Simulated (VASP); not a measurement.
# HC2Cl5 (P2_1/c) in VASP: single point with PBE

Aim: the single point of HC2Cl5 with PBE.

All numbers are computed with VASP 6.6.1; they aren't measurements. Logs are shortened: lines on timing, memory, paths and dates and some standing lists are left out, and cuts for length are marked.

## 1. The cell of the first run

Symmetry: P2_1/c, No. 14, monoclinic system. Conventional cell: a = 7.236 Å, b = 12.301 Å, c = 10.351 Å, α = 90.00°, β = 111.67°, γ = 90.00°. Within 1.5 Å of H (site symmetry 1) lie 1 C at 1.10 Å. Within 2.1 Å of C (site symmetry 1) lie 1 C at 1.56 Å and 3 Cl at 1.78 to 1.79 Å. C (site symmetry 1) has 1 H at 1.10 Å within 1.5 Å. Cl (site symmetry 1) has 1 C at 1.79 Å within 2.4 Å. Cl (site symmetry 1) has 1 C at 1.78 Å within 2.4 Å. Within 2.4 Å of Cl (site symmetry 1) lie 1 C at 1.79 Å. Within 2.4 Å of Cl (site symmetry 1) lie 1 C at 1.78 Å and 1 H at 2.36 Å. Cl (site symmetry 1) has 1 C at 1.78 Å and 1 H at 2.36 Å within 2.4 Å.

## 2. Single point, PBE

INCAR

```
SYSTEM = HC2Cl5
PREC = Accurate
ENCUT = 520
EDIFF = 1E-7
ISMEAR = 0
SIGMA = 0.02
LREAL = Auto
LASPH = .TRUE.
NELM = 80
ALGO = Normal
ISIF = 2
LWAVE = .FALSE.
LCHARG = .FALSE.
GGA = PE
NBANDS = 110
KPAR = 4
```

KPOINTS

```
Automatic mesh
0
G
  4 2 2
  0 0 0
```

POSCAR

```
HC2Cl5
1.0
    7.2331613433      0.0000000000     -0.2012880554
    0.0000000000     12.3010403833      0.0000000000
   -3.5526587644      0.0000000000      9.7221692318
H C Cl
4 8 20
Direct
    0.3109302645      0.2053084788      0.1367126720
    0.6890697355      0.7053084788      0.3632873280
    0.6890697355      0.7946915212      0.8632873280
    0.3109302645      0.2946915212      0.6367126720
    0.1649515022      0.1613114858      0.2775802744
    0.8350484978      0.6613114858      0.2224197256
    0.8350484978      0.8386885142      0.7224197256
    0.1649515022      0.3386885142      0.7775802744
    0.3482781365      0.1588534205      0.2333216677
    0.6517218635      0.6588534205      0.2666783323
    0.6517218635      0.8411465795      0.7666783323
    0.3482781365      0.3411465795      0.7333216677
    0.1079955282      0.3002725684      0.2981302944
    0.8920044718      0.8002725684      0.2018697056
    0.8920044718      0.6997274316      0.7018697056
    0.1079955282      0.1997274316      0.7981302944
    0.2099245191      0.0888133590      0.4346566461
    0.7900754809      0.5888133590      0.0653433539
    0.7900754809      0.9111866410      0.5653433539
    0.2099245191      0.4111866410      0.9346566461
    0.9577357797      0.1030741886      0.1406400715
    0.0422642203      0.6030741886      0.3593599285
    0.0422642203      0.8969258114      0.8593599285
    0.9577357797      0.3969258114      0.6406400715
    0.5590967624      0.2213720695      0.3602480287
    0.4409032376      0.7213720695      0.1397519713
    0.4409032376      0.7786279305      0.6397519713
    0.5590967624      0.2786279305      0.8602480287
    0.4072695138      0.0239927057      0.1995663346
    0.5927304862      0.5239927057      0.3004336654
    0.5927304862      0.9760072943      0.8004336654
    0.4072695138      0.4760072943      0.6995663346
```

Potentials or basis: VASP PAW PBE potentials, release 64 (H, C, Cl).

On the command line:

```bash
cat potpaw_PBE.64/H/POTCAR potpaw_PBE.64/C/POTCAR potpaw_PBE.64/Cl/POTCAR > POTCAR
mpirun -np 4 vasp_std > vasp.out
```

OUTCAR:

```text
SYSTEM = HC2Cl5
   PREC = Accurate
   ENCUT = 520
   EDIFF = 1E-7
   ISMEAR = 0
   LREAL = Auto
   LASPH = .TRUE.
   NELM = 80
   ISIF = 2
   GGA = PE

 ion  position               nearest neighbor table
   1  0.311  0.205  0.137-   9 1.10
   2  0.689  0.705  0.363-  10 1.10
   3  0.689  0.795  0.863-  11 1.10
   4  0.311  0.295  0.637-  12 1.10
   5  0.165  0.161  0.278-   9 1.56  17 1.78  21 1.79  13 1.79
   6  0.835  0.661  0.222-  10 1.56  18 1.78  22 1.79  14 1.79
   7  0.835  0.839  0.722-  11 1.56  19 1.78  23 1.79  15 1.79
   8  0.165  0.339  0.778-  12 1.56  20 1.78  24 1.79  16 1.79
   9  0.348  0.159  0.233-   1 1.10   5 1.56  25 1.78  29 1.78
  10  0.652  0.659  0.267-   2 1.10   6 1.56  26 1.78  30 1.78
  11  0.652  0.841  0.767-   3 1.10   7 1.56  27 1.78  31 1.78
  12  0.348  0.341  0.733-   4 1.10   8 1.56  28 1.78  32 1.78
  13  0.108  0.300  0.298-   5 1.79
  14  0.892  0.800  0.202-   6 1.79
  15  0.892  0.700  0.702-   7 1.79
  16  0.108  0.200  0.798-   8 1.79
  17  0.210  0.089  0.435-   5 1.78
  18  0.790  0.589  0.065-   6 1.78
[... 12 lines left out ...]
  31  0.593  0.976  0.800-  11 1.78
  32  0.407  0.476  0.700-  12 1.78

  LATTYP: Found a simple monoclinic cell.
 ALAT       =     7.2359615739
 B/A-ratio  =     1.6999869689
 C/A-ratio  =     1.4106640477
 COS(beta)  =    -0.3344820279

  Lattice vectors:

 A1 = (   7.2331613433,   0.0000000000,  -0.2012880554)
 A2 = (   0.0000000000, -12.3010403833,   0.0000000000)
 A3 = (  -3.6805025789,   0.0000000000,  -9.5208811764)

Analysis of symmetry for initial positions (statically):
=====================================================================
 Subroutine PRICEL returns:
 Original cell was already a primitive cell.

 Routine SETGRP: Setting up the symmetry group for a
 simple monoclinic supercell.

 Subroutine GETGRP returns: Found  4 space group operations
 (whereof  2 operations were pure point group operations)
 out of a pool of  4 trial point group operations.

The static configuration has the point symmetry S_2 .
 The point group associated with its full space group is C_2h.

Analysis of symmetry for dynamics (positions and initial velocities):
=====================================================================
 Subroutine PRICEL returns:
 Original cell was already a primitive cell.

 Routine SETGRP: Setting up the symmetry group for a
 simple monoclinic supercell.

 Subroutine GETGRP returns: Found  4 space group operations
 (whereof  2 operations were pure point group operations)
 out of a pool of  4 trial point group operations.

The dynamic configuration has the point symmetry S_2 .
 The point group associated with its full space group is C_2h.

 Subroutine INISYM returns: Found  4 space group operations
 (whereof  2 operations are pure point group operations),
 and found     1 'primitive' translations

----------------------------------------------------------------------------------------

                                     Primitive cell

  volume of cell :     856.2374

  direct lattice vectors                    reciprocal lattice vectors
     7.233161343  0.000000000 -0.201288055     0.139672471  0.000000000  0.051038880
     0.000000000 12.301040383  0.000000000     0.000000000  0.081293937  0.000000000
    -3.552658764  0.000000000  9.722169232     0.002891783  0.000000000  0.103914414

  length of vectors
     7.235961574 12.301040383 10.350939999     0.148705637  0.081293937  0.103954643

  position of ions in fractional coordinates (direct lattice)
     0.310930265  0.205308479  0.136712672
     0.689069735  0.705308479  0.363287328
     0.689069735  0.794691521  0.863287328
     0.310930265  0.294691521  0.636712672
     0.164951502  0.161311486  0.277580274
     0.835048498  0.661311486  0.222419726
[... 24 lines left out ...]
     0.592730486  0.976007294  0.800433665
     0.407269514  0.476007294  0.699566335

  ion indices of the primitive-cell ions
   primitive index   ion index
                 1           1
                 2           2
                 3           3
                 4           4
                 5           5
                 6           6
[... 24 lines left out ...]
                31          31
                32          32

----------------------------------------------------------------------------------------

 KPOINTS: Automatic mesh

Automatic generation of k-mesh.
 Grid dimensions read from file:
 generate k-points for:    4    2    2

 Generating k-lattice:

  Cartesian coordinates                     Fractional coordinates (reciprocal lattice)
     0.034918118  0.000000000  0.012759720     0.250000000  0.000000000  0.000000000
     0.000000000  0.040646968  0.000000000     0.000000000  0.500000000  0.000000000
     0.001445891  0.000000000  0.051957207    -0.000000000  0.000000000  0.500000000

  Length of vectors
     0.037176409  0.040646968  0.051977322

  Shift w.r.t. Gamma in fractional coordinates (k-lattice)
     0.000000000  0.000000000  0.000000000

 Subroutine IBZKPT returns following result:
 ===========================================

 Found     12 irreducible k-points:

 Following reciprocal coordinates:
            Coordinates               Weight
  0.000000  0.000000  0.000000      1.000000
  0.250000  0.000000  0.000000      2.000000
  0.500000  0.000000  0.000000      1.000000
  0.000000  0.500000  0.000000      1.000000
  0.250000  0.500000  0.000000      2.000000
  0.500000  0.500000  0.000000      1.000000
  0.000000  0.000000  0.500000      1.000000
  0.250000  0.000000  0.500000      2.000000
  0.500000  0.000000  0.500000      1.000000
  0.000000  0.500000  0.500000      1.000000
  0.250000  0.500000  0.500000      2.000000
  0.500000  0.500000  0.500000      1.000000
   k-points           NKPTS =     12   k-points in BZ     NKDIM =     12   number of bands    NBANDS=    110
   number of dos      NEDOS =    301   number of ions     NIONS =     32
   total plane-waves  NPLWV = 414720
   dimension x,y,z NGX =    54 NGY =   96 NGZ =   80
   dimension x,y,z NGXF=   108 NGYF=  192 NGZF=  160
   ions per type =               4   8  20
   NGX,Y,Z   is equivalent  to a cutoff of  12.41, 12.97, 12.85 a.u.
   NGXF,Y,Z  is equivalent  to a cutoff of  24.81, 25.95, 25.70 a.u.
 SYSTEM =  HC2Cl5
   PREC   = accura    normal or accurate (medium, high low for compatibility)
   ISTART =      0    job   : 0-new  1-cont  2-samecut
   ICHARG =      2    charge: 1-file 2-atom 10-const
   ISPIN  =      1    spin polarized calculation?
   LNONCOLLINEAR =      F non collinear calculations
   LSORBIT =      F    spin-orbit coupling
   LASPH  =      T    aspherical Exc in radial PAW
   ENCUT  =  520.0 eV  38.22 Ry    6.18 a.u.  13.45 22.87 19.25*2*pi/ulx,y,z
   NELM   =     80;   NELMIN=  2; NELMDL= -5     # of ELM steps
   EDIFF  = 0.1E-06   stopping-criterion for ELM
   LREAL  =      T    real-space projection
   EDIFFG = 0.1E-05   stopping-criterion for IOM
   NSW    =      0    number of steps for IOM
   IBRION =     -1    ionic relax: 0-MD 1-quasi-New 2-CG
   NFREE  =      0    steps in history (QN), initial steepest desc. (CG)
   ISIF   =      2    stress and relaxation
   ISYM   =      2    0-nonsym 1-usesym 2-fastsym
   POTIM  = 0.5000    time-step for ionic-motion
   TEBEG  =    0.0;   TEEND  =   0.0 temperature during run
   PSTRESS=    0.0 pullay stress
   NELECT =     176.0000    total number of electrons
   NUPDOWN=      -1.0000    fix difference up-down
   EMIN   =  10.00;   EMAX   =-10.00  energy-range for DOS
   EFERMI =   0.00;   METHOD = LEGACY
   ISMEAR =     0;   SIGMA  =   0.02  broadening in eV -4-tet -1-fermi 0-gaus
   EFERMI_NEDOS =   21; number of points for ismear=-14 and -15
   IALGO  =     38    algorithm
   IMIX   =      4    mixing-type and parameters
     AMIX     =   0.40;   BMIX     =  1.00
     AMIX_MAG =   1.60;   BMIX_MAG =  1.00
  volume/ion in A,a.u.               =      26.76       180.57
  Fermi-wavevector in a.u.,A,eV,Ry     =   0.966157  1.825772 12.700482  0.933459
  Thomas-Fermi vector in A             =   2.095935
   LORBIT       =      0    0 simple, 1 ext, 2 COOP (PROOUT), +10 PAW based schemes
   GGA     = PE    functional components
   LHFCALC =     F    Hartree Fock is set to
   AEXX    =    0.0000 exact exchange contribution
   IVDW    =     0    specifies the selected vdW correction
   LEPSILON=     F    determine dielectric tensor
   LRPA    =     F    only Hartree local field effects (RPA)
 non-spin polarized calculation
 Gauss-broadening in eV      SIGMA  =   0.02
  energy-cutoff  :      520.00
  volume of cell :      856.24
 maximum number of plane-waves:     23096
 NGX is ok and might be reduce to    54
   NGX = 27   NGY = 45   NGZ = 39

 number of electron     175.9999984 magnetization

 Free energy of the ion-electron system (eV)
  ---------------------------------------------------
  ext. energy  EPLUGINS =         0.00000000
  ---------------------------------------------------
  free energy    TOTEN  =      -129.94201674 eV

  energy without entropy =     -129.94201674  energy(sigma->0) =     -129.94201674

 E-fermi :  -1.9336     XC(G=0):  -6.8057

 val. band max:       -2.0871442947   @ k =   0.0000   0.0000   0.0000
 cond. band min:       2.7770176780   @ k =   0.0000   0.0000   0.0000
 fundamental gap:      4.8641619728
 Fermi energy:        -1.9335760479

 k-point     1 :       0.0000    0.0000    0.0000
  band No.  band energies     occupation
      1     -19.2674      2.00000
      2     -19.2502      2.00000
      3     -19.2418      2.00000
      4     -19.2414      2.00000
      5     -17.5666      2.00000
      6     -17.5466      2.00000
[... 92 lines left out ...]
     99       3.4615      0.00000
    100       3.5516      0.00000

 k-point     2 :       0.2500    0.0000    0.0000
  band No.  band energies     occupation
      1     -19.2621      2.00000
      2     -19.2495      2.00000
      3     -19.2420      2.00000
      4     -19.2404      2.00000
      5     -17.5647      2.00000
      6     -17.5549      2.00000
[... 1019 lines left out ...]
     99       3.4594      0.00000
    100       3.4594      0.00000

 k-point    12 :       0.5000    0.5000    0.5000
  band No.  band energies     occupation
      1     -19.2503      2.00000
      2     -19.2503      2.00000
      3     -19.2434      2.00000
      4     -19.2434      2.00000
      5     -17.5631      2.00000
      6     -17.5631      2.00000
[... 92 lines left out ...]
     99       3.4848      0.00000
    100       3.4848      0.00000
 [bands above 100 left out]

------------------------ aborting loop because EDIFF is reached ----------------------------------------

  FORCE on cell =-STRESS in cart. coord.  units (eV):
  Direction    XX          YY          ZZ          XY          YZ          ZX
  --------------------------------------------------------------------------------------
  -------------------------------------------------------------------------------------
  Total       -0.6184604     -1.9821467     -1.5073352      0.0000000      0.0000000     -0.6055868
  in kB       -1.1572529     -3.7089602     -2.8205007      0.0000000      0.0000000     -1.1331641
  external PRESSURE =      -2.5622379 kB  Pullay stress =       0.0000000 kB

 VOLUME and BASIS-vectors are now :
 -----------------------------------------------------------------------------
  energy-cutoff  :      520.00
  volume of cell :      856.24
      direct lattice vectors                 reciprocal lattice vectors
     7.233161343  0.000000000 -0.201288055     0.139672471  0.000000000  0.051038880
     0.000000000 12.301040383  0.000000000     0.000000000  0.081293937  0.000000000
    -3.552658764  0.000000000  9.722169232     0.002891783  0.000000000  0.103914414

 POSITION                                       TOTAL-FORCE (eV/Angst)
 -----------------------------------------------------------------------------------
      1.76332      2.52551      1.26656         0.004758      0.008308     -0.017531
      3.69352      8.67603      3.39324        -0.004758      0.008308      0.017531
      1.91719      9.77553      8.25432        -0.004758     -0.008308      0.017531
     -0.01301      3.62501      6.12764         0.004758     -0.008308     -0.017531
      0.20697      1.98430      2.66548        -0.124898      0.003799      0.033650
      5.24986      8.13482      1.99432         0.124898      0.003799     -0.033650
[... 24 lines left out ...]
      1.44365     12.00591      7.66264         0.033898     -0.098436     -0.019540
      0.46053      5.85538      6.71932        -0.033898     -0.098436      0.019540
 -----------------------------------------------------------------------------------
    total drift:                                0.000000      0.000000     -0.000000

  FREE ENERGIE OF THE ION-ELECTRON SYSTEM (eV)
  ---------------------------------------------------
  free  energy   TOTEN  =      -129.9420167427 eV

  energy  without entropy=     -129.9420167427  energy(sigma->0) =     -129.94201674
```

It took 61 min on 4 MPI ranks of AMD EPYC 7R13 (Zen 3), shared host; peak memory 1.2 GiB.

Results:

```yaml
Free_energy: -129.9420 eV
Pressure: -0.3 GPa
Largest_force: 0.143 eV/Å
Band_gap_on_the_k_mesh: 4.86 eV, direct
```

Forces on the atoms (eV/Å):
```
H    0.005  0.008 -0.018
H   -0.005  0.008  0.018
H   -0.005 -0.008  0.018
H    0.005 -0.008 -0.018
C   -0.125  0.004  0.034
C    0.125  0.004 -0.034
C    0.125 -0.004 -0.034
C   -0.125 -0.004  0.034
C    0.121 -0.058  0.049
C   -0.121 -0.058 -0.049
C   -0.121  0.058 -0.049
C    0.121  0.058  0.049
Cl   0.019 -0.099 -0.015
Cl  -0.019 -0.099  0.015
Cl  -0.019  0.099  0.015
Cl   0.019  0.099 -0.015
Cl   0.010  0.050 -0.089
Cl  -0.010  0.050  0.089
Cl  -0.010 -0.050  0.089
Cl   0.010 -0.050 -0.089
Cl   0.063  0.045  0.081
Cl  -0.063  0.045 -0.081
Cl  -0.063 -0.045 -0.081
Cl   0.063 -0.045  0.081
Cl  -0.057 -0.047 -0.069
Cl   0.057 -0.047  0.069
Cl   0.057  0.047  0.069
Cl  -0.057  0.047 -0.069
Cl  -0.034  0.098  0.020
Cl   0.034  0.098 -0.020
Cl   0.034 -0.098 -0.020
Cl  -0.034 -0.098  0.020
```
